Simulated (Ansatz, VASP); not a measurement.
**Two plane-wave programs on Sn11CO24**

The input INCAR:

```
SYSTEM = Sn11CO24
ALGO     = Normal         ! electronic algorithm
EDIFF    = 1E-8           ! SCF threshold, eV
ENCUT    = 520            ! plane-wave cutoff, eV
GGA      = PE             ! functional
ISIF     = 2              ! what is computed and relaxed
ISMEAR   = -1             ! smearing method
LASPH    = .True.         ! aspherical terms in the spheres
LCHARG   = .False.        ! write CHGCAR
LEFG     = .True.       
LREAL    = Auto         
LUSENCCL = .False.      
LWAVE    = .False.        ! write WAVECAR
NBANDS   = 175            ! bands
NELM     = 100            ! most SCF steps
PREC     = Accurate       ! precision mode
SIGMA    = 0.01           ! smearing width, eV
```

File KPOINTS:

```
k-points
0
Gamma
  3 3 2
  0 0 0
```

Contents of POSCAR:

```
Sn11CO24
1.0
    4.7880040000      4.8665820000      0.0000000000
   -4.7880040000      4.8665820000      0.0000000000
    0.0000000000      0.0000000000      9.7226940000
C Sn O
1 11 24
Direct
    0.5000000000      0.0000000000      0.1666666667
    0.5000000000      0.0000000000      0.5000000000
    0.5000000000      0.0000000000      0.8333333333
    0.0000000000      0.5000000000      0.1666666667
    0.0000000000      0.5000000000      0.5000000000
    0.0000000000      0.5000000000      0.8333333333
    0.0000000000      0.0000000000      0.0000000000
    0.0000000000      0.0000000000      0.3333333333
    0.0000000000      0.0000000000      0.6666666667
    0.5000000000      0.5000000000      0.0000000000
    0.5000000000      0.5000000000      0.3333333333
    0.5000000000      0.5000000000      0.6666666667
    0.3064485000      0.0145935000      0.0000000000
    0.3064485000      0.0145935000      0.3333333333
    0.3064485000      0.0145935000      0.6666666667
    0.8064485000      0.5145935000      0.0000000000
    0.8064485000      0.5145935000      0.3333333333
    0.8064485000      0.5145935000      0.6666666667
    0.4854065000      0.6935515000      0.1666666667
    0.4854065000      0.6935515000      0.5000000000
    0.4854065000      0.6935515000      0.8333333333
    0.9854065000      0.1935515000      0.1666666667
    0.9854065000      0.1935515000      0.5000000000
    0.9854065000      0.1935515000      0.8333333333
    0.5145935000      0.3064485000      0.1666666667
    0.5145935000      0.3064485000      0.5000000000
    0.5145935000      0.3064485000      0.8333333333
    0.0145935000      0.8064485000      0.1666666667
    0.0145935000      0.8064485000      0.5000000000
    0.0145935000      0.8064485000      0.8333333333
    0.6935515000      0.9854065000      0.0000000000
    0.6935515000      0.9854065000      0.3333333333
    0.6935515000      0.9854065000      0.6666666667
    0.1935515000      0.4854065000      0.0000000000
    0.1935515000      0.4854065000      0.3333333333
    0.1935515000      0.4854065000      0.6666666667
```

Input for Ansatz:

```yaml
crystal:
  lattice:
    - [4.788004, 4.866582, 0.0]
    - [-4.788004, 4.866582, 0.0]
    - [0.0, 0.0, 9.722694]
  atoms:
    - { symbol: C, position: [0.5, 0.0, 0.1666666667] }
    - { symbol: Sn, position: [0.5, 0.0, 0.5] }
    - { symbol: Sn, position: [0.5, 0.0, 0.8333333333] }
    - { symbol: Sn, position: [0.0, 0.5, 0.1666666667] }
    - { symbol: Sn, position: [0.0, 0.5, 0.5] }
    - { symbol: Sn, position: [0.0, 0.5, 0.8333333333] }
    - { symbol: Sn, position: [0.0, 0.0, 0.0] }
    - { symbol: Sn, position: [0.0, 0.0, 0.3333333333] }
    - { symbol: Sn, position: [0.0, 0.0, 0.6666666667] }
    - { symbol: Sn, position: [0.5, 0.5, 0.0] }
    - { symbol: Sn, position: [0.5, 0.5, 0.3333333333] }
    - { symbol: Sn, position: [0.5, 0.5, 0.6666666667] }
    - { symbol: O, position: [0.3064485, 0.0145935, 0.0] }
    - { symbol: O, position: [0.3064485, 0.0145935, 0.3333333333] }
    - { symbol: O, position: [0.3064485, 0.0145935, 0.6666666667] }
    - { symbol: O, position: [0.8064485, 0.5145935, 0.0] }
    - { symbol: O, position: [0.8064485, 0.5145935, 0.3333333333] }
    - { symbol: O, position: [0.8064485, 0.5145935, 0.6666666667] }
    - { symbol: O, position: [0.4854065, 0.6935515, 0.1666666667] }
    - { symbol: O, position: [0.4854065, 0.6935515, 0.5] }
    - { symbol: O, position: [0.4854065, 0.6935515, 0.8333333333] }
    - { symbol: O, position: [0.9854065, 0.1935515, 0.1666666667] }
    - { symbol: O, position: [0.9854065, 0.1935515, 0.5] }
    - { symbol: O, position: [0.9854065, 0.1935515, 0.8333333333] }
    - { symbol: O, position: [0.5145935, 0.3064485, 0.1666666667] }
    - { symbol: O, position: [0.5145935, 0.3064485, 0.5] }
    - { symbol: O, position: [0.5145935, 0.3064485, 0.8333333333] }
    - { symbol: O, position: [0.0145935, 0.8064485, 0.1666666667] }
    - { symbol: O, position: [0.0145935, 0.8064485, 0.5] }
    - { symbol: O, position: [0.0145935, 0.8064485, 0.8333333333] }
    - { symbol: O, position: [0.6935515, 0.9854065, 0.0] }
    - { symbol: O, position: [0.6935515, 0.9854065, 0.3333333333] }
    - { symbol: O, position: [0.6935515, 0.9854065, 0.6666666667] }
    - { symbol: O, position: [0.1935515, 0.4854065, 0.0] }
    - { symbol: O, position: [0.1935515, 0.4854065, 0.3333333333] }
    - { symbol: O, position: [0.1935515, 0.4854065, 0.6666666667] }
kpoints:
  mp_grid: { grid: [3, 3, 2] }
scf:
  occupations: { method: fermi_dirac, width: 0.01 }
hamiltonian:
  xc: pbe
  pseudopotentials: { kind: paw }
output:
  forces: true
  stress: true
  populations: true
  efg:
    quadrupole_moments_barn: { Sn: -0.132, O: -0.02558 }
    contact_densities: true
  write_density: true
  write_potential: true
  elf: true
  volumetric_format: npy
```

Alike in both runs: task electric field gradients; functional PBE; k mesh 3 × 3 × 2; occupations fermi-dirac, width 0.01 eV; no spin polarisation.

```csv
,VASP,Ansatz
version,VASP 6.6.1,Ansatz 0.2.0
potentials or method,"VASP PAW PBE potentials, release 64 (C, Sn_d, O)","plane-wave PAW, scalar-relativistic"
plane-wave cutoff (eV),520,420
valence electrons in the cell,302,302
```

|  | VASP | Ansatz | Ansatz less VASP |
| --- | --- | --- | --- |
| pressure (GPa) | -2.7 | -3.3 | -0.57 |
| traceless stress, the component that is largest in VASP (GPa) | -0.93 | -1.12 | -0.191 |
| rms of the force components (eV/Å) | 0.337 | 0.329 | -0.0079 |
| size of Vzz on the site where it differs most (V/Å²) | 62.7 | 57.6 | -5.07 |

Atom by atom the forces differ by 0.012 eV/Å (rms over components). One of these differences is far larger than is usual between the two programs; its cause wasn't traced.
